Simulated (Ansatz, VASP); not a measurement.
## AlB2As3 in VASP and in Ansatz

```
Al B As
1.0
     3.59754    0.00000    0.00000
    -1.79877    3.11556    0.00000
     0.00000    0.00000    9.05779
Al B As
1 2 3
Cartesian
  0.0000 2.0770 6.0627
  0.0000 0.0000 0.1623
  1.7988 1.0385 2.9019
  0.0000 2.0770 8.5500
  1.7988 1.0385 4.9864
  0.0000 0.0000 2.2458
```

Alike in both runs: functional PBE; k mesh 12 × 12 × 4; occupations gaussian, width 0.02 eV; no spin polarisation.

Ansatz relaxed the structure, and its values are those at the end. VASP's run is a single point on that final structure, the one shown.

|  | VASP | Ansatz |
| --- | --- | --- |
| version | VASP 6.6.1 | Ansatz 0.2.0 |
| potentials or method | VASP PAW PBE potentials, release 64 (Al, B, As), cutoff 520 eV | scalar-relativistic, plane waves, PAW |
| valence electrons in the cell | 24 | 54 |

```tsv
	VASP	Ansatz	Ansatz less VASP
gap on the k mesh at the Fermi level (eV)	0.34	0.36	+0.014
least direct gap on the mesh (eV)	0.73	0.74	+0.008
pressure (GPa)	0.4	0.0	-0.35
rms of the force components (eV/Å)	0.011	0.001	-0.0098
```

VASP's potentials hold 24 valence electrons a cell and Ansatz's 54, so a difference there can come from the potentials and not from the codes.
